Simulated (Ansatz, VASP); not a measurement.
GaN: VASP beside Ansatz

```
Ga N
1.0
     0.00000    2.13524    2.13524
     2.13524    0.00000    2.13524
     2.13524    2.13524    0.00000
Ga N
1 1
Direct
  0.00000 0.00000 0.00000
  0.50000 0.50000 0.50000
```

Alike in both runs: functional PBEsol-based global hybrid with a share of 0.25 of exact exchange; k mesh 6 × 6 × 6; occupations fermi-dirac, width 0.05 eV; no spin polarisation.

|  | VASP | Ansatz |
| --- | --- | --- |
| version | VASP 6.6.1 | Ansatz 0.2.0 |
| potentials or method | VASP PAW PBE potentials, release 64 (Ga_d, N) | Ansatz PAW |
| plane-wave cutoff (eV) | 520 | 420 |
| valence electrons in the cell | 18 | 18 |
| task | single point | band structure |

```csv
,VASP,Ansatz,Ansatz less VASP
gap on the k mesh at the Fermi level (eV),2.24,2.22,-0.024
least direct gap on the mesh (eV),4.35,4.30,-0.050
pressure (GPa),-14.6,-15.3,-0.71
```

VASP's potentials were made for PBE, not for PBEsol-based global hybrid. With one functional, cell and mesh, what is left measures potentials, basis and numerics.

The k mesh is coarse, so the values compare programs but aren't converged.
